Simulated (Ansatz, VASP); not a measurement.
TaTlO4: VASP beside Ansatz

```
Ta Tl O
1.0
     3.59768    0.00000    0.00000
     0.00000    3.59768    0.00000
     0.00000    0.00000    5.37942
Ta Tl O
1 1 4
Direct
  0.00000 0.00000 0.00000
  0.50000 0.50000 0.50000
  0.50000 0.00000 0.21994
  0.00000 0.50000 0.78006
  0.50000 0.00000 0.78006
  0.00000 0.50000 0.21994
```

Alike in both runs: functional PBE; k mesh 10 × 10 × 8; occupations gaussian, width 0.1 eV; no spin polarisation.

Ansatz relaxed the structure, and its values are those at the end. VASP's run is a single point on that final structure, the one shown.

|  | VASP | Ansatz |
| --- | --- | --- |
| version | VASP 6.6.1 | Ansatz 0.2.0 |
| potentials or method | VASP PAW PBE potentials, release 64 (Ta_pv, Tl_d, O), cutoff 520 eV | scalar-relativistic, plane waves, PAW |
| valence electrons in the cell | 48 | 50 |

```csv
,VASP,Ansatz,Ansatz less VASP
gap on the k mesh at the Fermi level (eV),none,none,-
pressure (GPa),0.4,0.0,-0.44
rms of the force components (eV/Å),0.005,0.003,-0.0015
```

A gap of «none» marks a metal or a gap that the smearing closes. The functional is the same, so the differences come from potentials, cutoffs and numerics. VASP's potentials hold 48 valence electrons a cell and Ansatz's 50, so a difference there can come from the potentials and not from the codes.

Neither program's run includes spin-orbit coupling.
